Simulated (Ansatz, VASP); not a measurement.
# One calculation of ZnSe, two programs

The input POSCAR:

```
ZnSe
1.0
    0.0000000000      2.7196274243      2.8329452336
    2.7196274243      0.0000000000      2.8329452336
    2.7196274243      2.7196274243      0.0000000000
Zn Se
1 1
Direct
    0.0000000000      0.0000000000      0.0000000000
    0.7500000000      0.7500000000      0.7500000000
```

File INCAR.step1:

```
SYSTEM = ZnSe
ALGO = Normal ; EDIFF = 1E-4
ENCUT = 520 ; GGA = PE
ISMEAR = 0 ; LASPH = .True.
LCHARG = .False. ; LREAL = .False.
LWAVE = .True. ; NBANDS = 16
NELM = 80 ; PREC = Accurate
SIGMA = 0.05
```

File INCAR.step2:

```
SYSTEM = ZnSe
ALGO = Normal ; EDIFF = 1E-7
ENCUT = 520 ; ISIF = 2
ISMEAR = 0 ; ISTART = 1
LASPH = .True. ; LCHARG = .False.
LMIXTAU = .True. ; LREAL = .False.
LWAVE = .False. ; METAGGA = R2SCAN
NBANDS = 16 ; NELM = 80
PREC = Accurate ; SIGMA = 0.05
```

File KPOINTS:

```
k-points
0
Gamma
  8 8 8
  0 0 0
```

Input for Ansatz:

```yaml
crystal:
  lattice:
    - [0.0, 2.7196274243, 2.8329452336]
    - [2.7196274243, 0.0, 2.8329452336]
    - [2.7196274243, 2.7196274243, 0.0]
  atoms:
    - { symbol: Zn, position: [0.0, 0.0, 0.0] }
    - { symbol: Se, position: [0.75, 0.75, 0.75] }
basis:
  ecutwfc: 500
kpoints:
  mp_grid: { grid: [8, 8, 8] }
hamiltonian:
  xc: r2scan
scf:
  occupations: { method: gaussian, width: 0.05 }
output:
  forces: true
  stress: true
  eigenvalues: true
  write_density: true
  write_potential: true
  elf: true
  volumetric_format: npy
```

Change from the starting cell: strain -0.040 along x and y, +0.000 along z, atoms carried along.

Alike in both runs: task single point; functional r2SCAN; k mesh 8 × 8 × 8; occupations gaussian, width 0.05 eV; no spin polarisation.

|  | VASP | Ansatz |
| --- | --- | --- |
| version | VASP 6.6.1 | Ansatz 0.2.0 |
| potentials or method | VASP PAW PBE potentials, release 64 (Zn, Se), cutoff 520 eV | scalar-relativistic, plane waves, PAW |
| valence electrons in the cell | 18 | 28 |

```tsv
	VASP	Ansatz	Ansatz less VASP
gap on the k mesh at the Fermi level (eV)	2.17	2.16	-0.010
least direct gap on the mesh (eV)	2.17	2.16	-0.010
pressure (GPa)	6.5	6.3	-0.13
traceless stress, the component that is largest in VASP (GPa)	-1.05	-1.04	+0.009
```

VASP's potentials were made for PBE, not for r2SCAN. VASP's potentials hold 18 valence electrons a cell and Ansatz's 28, so a difference there can come from the potentials and not from the codes.
